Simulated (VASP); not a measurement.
Cs2B: single point with PBE

The system is Cs2B.

```
Cs B
1.0
     4.66328    0.00000    0.00000
    -2.33164    4.03852    0.00000
     0.00000    0.00000   18.10110
Cs B
4 2
Cartesian
  0.0000 2.6923 11.4949
  2.3316 1.3462 2.4444
  0.0000 2.6923 15.6567
  2.3316 1.3462 6.6062
  0.0000 2.6923 4.5253
  2.3316 1.3462 13.5758
```

```
Program             : VASP 6.6.1
Task                : single point
Functional          : PBE
Potentials or basis : VASP PAW PBE potentials, release 64 (Cs_sv, B)
Cutoff              : 520 eV
k mesh              : 6 × 6 × 2
Occupations         : gaussian, width 0.1 eV
Spin                : no spin polarisation
```

The pressure is 0.1 GPa and the band gap on the k mesh is zero (bands 21 and 22 overlap by 0.28 eV).

Levels at points of the mesh, in eV from the Fermi level:
| k point | band 19 | band 20 | band 21 | band 22 | band 23 | band 24 |
| --- | --- | --- | --- | --- | --- | --- |
| (0.00, 0.00, 0.00) | -1.17 | -0.72 | -0.33 | 0.62 | 0.62 | 0.63 |
| (0.50, 0.00, 0.00) | -0.63 | -0.48 | -0.07 | -0.02 | 0.48 | 0.51 |
| (0.00, 0.00, 0.50) | -1.01 | -1.01 | 0.16 | 0.16 | 0.63 | 0.63 |
| (0.50, 0.00, 0.50) | -0.56 | -0.56 | -0.04 | -0.04 | 0.49 | 0.49 |

Wall time 2.6 min on 1 thread of Oxide Virtual Turin-like Processor, with other jobs on the host, peak memory 0.46 GiB.

Caveat: spin-orbit coupling is left out, which moves the levels of the heavy elements.
